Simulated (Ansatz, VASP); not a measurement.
Two plane-wave programs on CdSe

```
CELL_PARAMETERS angstrom
0.00000 2.87396 2.87396
2.87396 0.00000 2.87396
2.87396 2.87396 0.00000
ATOMIC_POSITIONS crystal
Cd 0.91301 0.08699 0.08699
Se 0.50000 0.50000 0.50000
```

Alike in both runs: task single point; functional PBE; k mesh 4 × 4 × 4; occupations tetrahedron; no spin polarisation.

|  | VASP | Ansatz |
| --- | --- | --- |
| version | VASP 6.6.1 | Ansatz 0.2.0 |
| potentials or method | VASP PAW PBE potentials, release 64 (Cd, Se), cutoff 520 eV | scalar-relativistic, plane waves, PAW |
| valence electrons in the cell | 18 | 36 |

Ansatz gave:

| Property | Result |
| --- | --- |
| gap on the k mesh at the Fermi level (eV) | 0.10 |
| least direct gap on the mesh (eV) | 0.57 |
| pressure (GPa) | 6.7 |
| traceless stress, the component that is largest in VASP (GPa) | 14.41 |
| rms of the force components (eV/Å) | 1.277 |

Problem. Which values does VASP return?

Solution. gap on the k mesh at the Fermi level (eV): 0.08; least direct gap on the mesh (eV): 0.55; pressure (GPa): 7.1; traceless stress, the component that is largest in VASP (GPa): 14.83; rms of the force components (eV/Å): 1.324.

Atom by atom the forces differ by 0.047 eV/Å (rms over components). With one functional, cell and mesh, what is left measures potentials, basis and numerics. VASP's potentials hold 18 valence electrons a cell and Ansatz's 36, so a difference there can come from the potentials and not from the codes. Ansatz's warnings: band table not solved further, tetrahedron derivatives may miss energy slope.

The k mesh is coarse, so the values compare programs but aren't converged.
